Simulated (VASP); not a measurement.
# InP (R-3m) in VASP: relaxation of cell and atoms with PBE

Aim: the relaxation of cell and atoms of InP with PBE.

Program: VASP 6.6.1. These are calculated values, not measurements. Logs are shortened: lines on timing, memory, paths and dates and some standing lists are left out, and cuts for length are marked.

## Step 1: The cell of the first run

The typed cell holds 6 atoms: a = 3.918 Å, b = 3.918 Å, c = 9.588 Å, α = 90.00°, β = 90.00°, γ = 120.00°.

## Step 2: Relaxation of cell and atoms, PBE

Input file INCAR:

```
SYSTEM = InP
  PREC = Accurate
  ENCUT = 600
  EDIFF = 1E-6
  ISMEAR = 0
  SIGMA = 0.1
  LREAL = .False.
  LASPH = .True.
  NELM = 100
  ALGO = Normal
  ISIF = 3
  LWAVE = .False.
  LCHARG = .False.
  GGA = PE
  IBRION = 2
  NSW = 100
  EDIFFG = -0.005
```

Input file KPOINTS:

```
regular mesh
0
Gamma
  12 12 4
  0 0 0
```

Input file POSCAR:

```
InP
1.0
    3.9175818557      0.0000000000      0.0000000000
   -1.9587909278      3.3927254084      0.0000000000
    0.0000000000      0.0000000000      9.5876864698
In P
3 3
Direct
    0.0000000000      0.0000000000      0.0000000000
    0.3333333333      0.6666666667      0.3333333333
    0.6666666667      0.3333333333      0.6666666667
    0.6666666667      0.3333333333      0.1666666667
    0.0000000000      0.0000000000      0.5000000000
    0.3333333333      0.6666666667      0.8333333333
```

Potentials or basis: VASP PAW PBE potentials, release 64 (In_d, P).

Run with:

```
> cat potpaw_PBE.64/In_d/POTCAR potpaw_PBE.64/P/POTCAR > POTCAR
> mpirun -np 1 vasp_std > vasp.out
```

OUTCAR:

```text
SYSTEM = InP
   PREC = Accurate
   ENCUT = 600
   EDIFF = 1E-6
   ISMEAR = 0
   LREAL = .False.
   LASPH = .True.
   NELM = 100
   ISIF = 3
   GGA = PE
   IBRION = 2
   NSW = 100
   EDIFFG = -0.005

 ion  position               nearest neighbor table
   1  0.000  0.000  0.000-   4 2.77   6 2.77   6 2.77   4 2.77   4 2.77   6 2.77   2 3.92   3 3.92
                             2 3.92   3 3.92   2 3.92   3 3.92
   2  0.333  0.667  0.333-   4 2.77   4 2.77   5 2.77   4 2.77   5 2.77   5 2.77   1 3.92   1 3.92
                             1 3.92   3 3.92   3 3.92   3 3.92
   3  0.667  0.333  0.667-   6 2.77   6 2.77   5 2.77   6 2.77   5 2.77   5 2.77   1 3.92   1 3.92
                             1 3.92   2 3.92   2 3.92   2 3.92
   4  0.667  0.333  0.167-   2 2.77   2 2.77   1 2.77   2 2.77   1 2.77   1 2.77
   5  0.000  0.000  0.500-   2 2.77   3 2.77   2 2.77   3 2.77   3 2.77   2 2.77
   6  0.333  0.667  0.833-   3 2.77   3 2.77   1 2.77   3 2.77   1 2.77   1 2.77

  LATTYP: Found a hexagonal cell.
 ALAT       =     3.9175818557
 C/A-ratio  =     2.4473480894

  Lattice vectors:

 A1 = (   3.9175818557,   0.0000000000,   0.0000000000)
 A2 = (  -1.9587909278,   3.3927254084,   0.0000000000)
 A3 = (   0.0000000000,   0.0000000000,   9.5876864698)

Analysis of symmetry for initial positions (statically):
=====================================================================
 Subroutine PRICEL returns following result:

  LATTYP: Found a trigonal (rhomboedric) cell.
 ALAT       =     3.9152986924
 COS(alpha) =     0.4994166909

  Lattice vectors:

 A1 = (   1.9587909275,   1.1309084697,  -3.1958954906)
 A2 = (   0.0000000002,  -2.2618169390,  -3.1958954896)
 A3 = (  -1.9587909276,   1.1309084694,  -3.1958954896)

   3 primitive cells build up your supercell.

 Routine SETGRP: Setting up the symmetry group for a
 hexagonal supercell.

 Subroutine GETGRP returns: Found 12 space group operations
 (whereof 12 operations were pure point group operations)
 out of a pool of 24 trial point group operations.

The static configuration has the point symmetry D_3d.

Analysis of symmetry for dynamics (positions and initial velocities):
=====================================================================
 Subroutine PRICEL returns following result:

  LATTYP: Found a trigonal (rhomboedric) cell.
 ALAT       =     3.9152986924
 COS(alpha) =     0.4994166909

  Lattice vectors:

 A1 = (   1.9587909275,   1.1309084697,  -3.1958954906)
 A2 = (   0.0000000002,  -2.2618169390,  -3.1958954896)
 A3 = (  -1.9587909276,   1.1309084694,  -3.1958954896)

   3 primitive cells build up your supercell.

 Routine SETGRP: Setting up the symmetry group for a
 hexagonal supercell.

 Subroutine GETGRP returns: Found 12 space group operations
 (whereof 12 operations were pure point group operations)
 out of a pool of 24 trial point group operations.

The dynamic configuration has the point symmetry D_3d.

 Subroutine INISYM returns: Found 12 space group operations
 (whereof 12 operations are pure point group operations),
 and found     3 'primitive' translations

----------------------------------------------------------------------------------------

                                     Primitive cell

  volume of cell :      42.4775

  direct lattice vectors                    reciprocal lattice vectors
     1.958790927  1.130908470 -3.195895491     0.255259504  0.147374143 -0.104300449
     0.000000000 -2.261816939 -3.195895490    -0.000000000 -0.294748286 -0.104300449
    -1.958790928  1.130908469 -3.195895490    -0.255259504  0.147374143 -0.104300449

  length of vectors
     3.915298692  3.915298692  3.915298692     0.312658177  0.312658177  0.312658177

  position of ions in fractional coordinates (direct lattice)
     0.000000000  0.000000000  0.000000000
     0.500000000  0.500000000  0.500000000

  ion indices of the primitive-cell ions
   primitive index   ion index
                 1           1
                 2           4

----------------------------------------------------------------------------------------

 KPOINTS: regular mesh

Automatic generation of k-mesh.
 Grid dimensions read from file:
 generate k-points for:   12   12    4

 Generating k-lattice:

  Cartesian coordinates                     Fractional coordinates (reciprocal lattice)
     0.021271625  0.012281179  0.000000000     0.083333333  0.000000000  0.000000000
     0.000000000  0.024562357  0.000000000     0.000000000  0.083333333  0.000000000
     0.000000000  0.000000000  0.026075112     0.000000000  0.000000000  0.250000000

  Length of vectors
     0.024562357  0.024562357  0.026075112

  Shift w.r.t. Gamma in fractional coordinates (k-lattice)
     0.000000000  0.000000000  0.000000000

 Subroutine IBZKPT returns following result:
 ===========================================

 Found     69 irreducible k-points:

 Following reciprocal coordinates:
            Coordinates               Weight
  0.000000  0.000000  0.000000      1.000000
  0.083333 -0.000000  0.000000      6.000000
  0.166667 -0.000000  0.000000      6.000000
  0.250000  0.000000  0.000000      6.000000
  0.333333 -0.000000  0.000000      6.000000
  0.416667 -0.000000  0.000000      6.000000
[... 16 lines left out ...]
  0.166667 -0.000000  0.250000      6.000000
  0.000000  0.166667  0.250000      6.000000
 [... further k-points ...]
   k-points           NKPTS =     69   k-points in BZ     NKDIM =     69   number of bands    NBANDS=     32
   number of dos      NEDOS =    301   number of ions     NIONS =      6
   total plane-waves  NPLWV =  81920
   dimension x,y,z NGX =    32 NGY =   32 NGZ =   80
   dimension x,y,z NGXF=    64 NGYF=   64 NGZF=  160
   ions per type =               3   3
   NGX,Y,Z   is equivalent  to a cutoff of  13.58, 13.58, 13.87 a.u.
   NGXF,Y,Z  is equivalent  to a cutoff of  27.16, 27.16, 27.74 a.u.
 SYSTEM =  InP
   PREC   = accura    normal or accurate (medium, high low for compatibility)
   ISTART =      0    job   : 0-new  1-cont  2-samecut
   ICHARG =      2    charge: 1-file 2-atom 10-const
   ISPIN  =      1    spin polarized calculation?
   LNONCOLLINEAR =      F non collinear calculations
   LSORBIT =      F    spin-orbit coupling
   LASPH  =      T    aspherical Exc in radial PAW
   ENCUT  =  600.0 eV  44.10 Ry    6.64 a.u.   7.82  7.82 19.15*2*pi/ulx,y,z
   NELM   =    100;   NELMIN=  2; NELMDL= -5     # of ELM steps
   EDIFF  = 0.1E-05   stopping-criterion for ELM
   LREAL  =      F    real-space projection
   EDIFFG = -.5E-02   stopping-criterion for IOM
   NSW    =    100    number of steps for IOM
   IBRION =      2    ionic relax: 0-MD 1-quasi-New 2-CG
   NFREE  =      1    steps in history (QN), initial steepest desc. (CG)
   ISIF   =      3    stress and relaxation
   ISYM   =      2    0-nonsym 1-usesym 2-fastsym
   POTIM  = 0.5000    time-step for ionic-motion
   TEBEG  =    0.0;   TEEND  =   0.0 temperature during run
   PSTRESS=    0.0 pullay stress
   NELECT =      54.0000    total number of electrons
   NUPDOWN=      -1.0000    fix difference up-down
   EMIN   =  10.00;   EMAX   =-10.00  energy-range for DOS
   EFERMI =   0.00;   METHOD = LEGACY
   ISMEAR =     0;   SIGMA  =   0.10  broadening in eV -4-tet -1-fermi 0-gaus
   EFERMI_NEDOS =   21; number of points for ismear=-14 and -15
   IALGO  =     38    algorithm
   IMIX   =      4    mixing-type and parameters
     AMIX     =   0.40;   BMIX     =  1.00
     AMIX_MAG =   1.60;   BMIX_MAG =  1.00
  volume/ion in A,a.u.               =      21.24       143.33
  Fermi-wavevector in a.u.,A,eV,Ry     =   1.229643  2.323689 20.572323  1.512023
  Thomas-Fermi vector in A             =   2.364523
   LORBIT       =      0    0 simple, 1 ext, 2 COOP (PROOUT), +10 PAW based schemes
   GGA     = PE    functional components
   LHFCALC =     F    Hartree Fock is set to
   AEXX    =    0.0000 exact exchange contribution
   IVDW    =     0    specifies the selected vdW correction
   LEPSILON=     F    determine dielectric tensor
   LRPA    =     F    only Hartree local field effects (RPA)
 conjugate gradient relaxation of ions
 non-spin polarized calculation
 Gauss-broadening in eV      SIGMA  =   0.10
  energy-cutoff  :      600.00
  volume of cell :      127.43
 maximum number of plane-waves:      4290
   NGX = 15   NGY = 15   NGZ = 39

 number of electron      54.0000004 magnetization

 Free energy of the ion-electron system (eV)
  ---------------------------------------------------
  ext. energy  EPLUGINS =         0.00000000
  ---------------------------------------------------
  free energy    TOTEN  =       -23.75094574 eV

  energy without entropy =      -23.73516615  energy(sigma->0) =      -23.74305595

 E-fermi :   7.0257     XC(G=0): -10.3940

 val. band max:        7.0243825346   @ k =   0.3333   0.0833   0.5000
 cond. band min:       7.0480168865   @ k =  -0.1667   0.4167   0.2500
 fundamental gap:      0.0236343519
 Fermi energy:         7.0256787400

 k-point     1 :       0.0000    0.0000    0.0000
  band No.  band energies     occupation
      1      -7.2348      2.00000
      2      -7.2348      2.00000
      3      -7.2348      2.00000
      4      -7.2348      2.00000
      5      -7.1889      2.00000
      6      -7.1889      2.00000
[... 24 lines left out ...]
     31      11.2136      0.00000
     32      11.2136      0.00000

 k-point     2 :       0.0833   -0.0000    0.0000
  band No.  band energies     occupation
      1      -7.2557      2.00000
      2      -7.2390      2.00000
      3      -7.2371      2.00000
      4      -7.2229      2.00000
      5      -7.1937      2.00000
      6      -7.1894      2.00000
[... 24 lines left out ...]
     31      10.5436      0.00000
     32      10.8372      0.00000

 k-point     3 :       0.1667   -0.0000    0.0000
  band No.  band energies     occupation
      1      -7.3055      2.00000
      2      -7.2598      2.00000
      3      -7.2330      2.00000
      4      -7.2089      2.00000
      5      -7.2024      2.00000
      6      -7.1934      2.00000
[... 24 lines left out ...]
     31      11.0905      0.00000
     32      11.2815      0.00000

 k-point     4 :       0.2500    0.0000    0.0000
  band No.  band energies     occupation
      1      -7.3730      2.00000
      2      -7.2867      2.00000
      3      -7.2332      2.00000
      4      -7.2279      2.00000
      5      -7.2007      2.00000
      6      -7.1937      2.00000
[... 24 lines left out ...]
     31      11.2629      0.00000
     32      11.4168      0.00000

 k-point     5 :       0.3333   -0.0000    0.0000
  band No.  band energies     occupation
      1      -7.4383      2.00000
      2      -7.3081      2.00000
      3      -7.2624      2.00000
      4      -7.2252      2.00000
      5      -7.2090      2.00000
      6      -7.2089      2.00000
[... 584 lines left out ...]
     31      10.3430      0.00000
     32      11.2298      0.00000

 k-point    22 :       0.0000    0.0833    0.2500
  band No.  band energies     occupation
      1      -7.2555      2.00000
      2      -7.2449      2.00000
      3      -7.2397      2.00000
      4      -7.2065      2.00000
      5      -7.1978      2.00000
      6      -7.1924      2.00000
[... 24 lines left out ...]
     31      10.4488      0.00000
     32      10.6591      0.00000

 k-point    23 :       0.1667   -0.0000    0.2500
  band No.  band energies     occupation
      1      -7.3113      2.00000
      2      -7.2329      2.00000
      3      -7.2314      2.00000
      4      -7.2265      2.00000
      5      -7.2175      2.00000
      6      -7.1805      2.00000
[... 24 lines left out ...]
     31      10.9624      0.00000
     32      11.3392      0.00000

 k-point    24 :       0.0000    0.1667    0.2500
  band No.  band energies     occupation
      1      -7.2875      2.00000
      2      -7.2856      2.00000
      3      -7.2342      2.00000
      4      -7.2067      2.00000
      5      -7.2025      2.00000
      6      -7.1874      2.00000
[... 24 lines left out ...]
     31      11.2180      0.00000
     32      11.3508      0.00000

 [... further k-points ...]

------------------------ aborting loop because EDIFF is reached ----------------------------------------

  FORCE on cell =-STRESS in cart. coord.  units (eV):
  Direction    XX          YY          ZZ          XY          YZ          ZX
  --------------------------------------------------------------------------------------
  -------------------------------------------------------------------------------------
  Total       -0.0014580     -0.0014580     -0.0016631     -0.0000000     -0.0000000      0.0000000
  in kB       -0.0183307     -0.0183307     -0.0209100     -0.0000000     -0.0000000      0.0000000
  external PRESSURE =      -0.0191905 kB  Pullay stress =       0.0000000 kB

 VOLUME and BASIS-vectors are now :
 -----------------------------------------------------------------------------
  energy-cutoff  :      600.00
  volume of cell :      127.43
      direct lattice vectors                 reciprocal lattice vectors
     3.917581856  0.000000000  0.000000000     0.255259504  0.147374143  0.000000000
    -1.958790928  3.392725408  0.000000000     0.000000000  0.294748286  0.000000000
     0.000000000  0.000000000  9.587686470     0.000000000  0.000000000  0.104300449

 POSITION                                       TOTAL-FORCE (eV/Angst)
 -----------------------------------------------------------------------------------
      0.00000      0.00000      0.00000        -0.000000      0.000000      0.000000
     -0.00000      2.26182      3.19590        -0.000000     -0.000000     -0.000000
      1.95879      1.13091      6.39179         0.000000      0.000000      0.000000
      1.95879      1.13091      1.59795        -0.000000      0.000000      0.000000
      0.00000      0.00000      4.79384        -0.000000      0.000000      0.000000
     -0.00000      2.26182      7.98974        -0.000000     -0.000000      0.000000
 -----------------------------------------------------------------------------------
    total drift:                               -0.000000      0.000000     -0.000000

  FREE ENERGIE OF THE ION-ELECTRON SYSTEM (eV)
  ---------------------------------------------------
  free  energy   TOTEN  =       -23.7509457433 eV

  energy  without entropy=      -23.7351661471  energy(sigma->0) =      -23.74305595

 reached required accuracy - stopping structural energy minimisation
```

It took 6.1 min on 1 thread of Intel Xeon Platinum 8488C (Sapphire Rapids), shared host; peak memory 0.44 GiB.

What came out:

| Property | Result |
| --- | --- |
| Free energy | -23.7509 eV |
| Pressure after relaxing | 0.0 GPa |
| Band gap on the k mesh | zero (bands 27 and 28 overlap by 1.12 eV) |

Final structure:
```
CELL_PARAMETERS angstrom
3.91758 0.00000 0.00000
-1.95879 3.39273 0.00000
0.00000 0.00000 9.58769
ATOMIC_POSITIONS crystal
In 0.00000 0.00000 0.00000
In 0.33333 0.66667 0.33333
In 0.66667 0.33333 0.66667
P 0.66667 0.33333 0.16667
P 0.00000 0.00000 0.50000
P 0.33333 0.66667 0.83333
```

Levels at points of the mesh, in eV from the Fermi level:
| k point | band 24 | band 25 | band 26 | band 27 | band 28 | band 29 | band 30 | band 31 |
| --- | --- | --- | --- | --- | --- | --- | --- | --- |
| (0.00, 0.00, 0.00) | -0.02 | -0.02 | -0.02 | -0.02 | 0.53 | 2.72 | 2.72 | 4.19 |
| (0.50, 0.00, 0.00) | -2.32 | -1.58 | -1.58 | -0.80 | -0.80 | 1.56 | 1.56 | 3.85 |
| (0.00, 0.00, 0.50) | -0.22 | -0.22 | 0.15 | 0.15 | 2.33 | 2.33 | 2.49 | 3.41 |
| (0.50, 0.00, 0.50) | -1.91 | -1.91 | -0.40 | -0.40 | 0.15 | 0.15 | 2.50 | 3.41 |

Caveat: spin-orbit coupling is left out, which moves the levels of the heavy elements.

The gap in the log of VASP goes by the Fermi energy; the results here count the filled bands.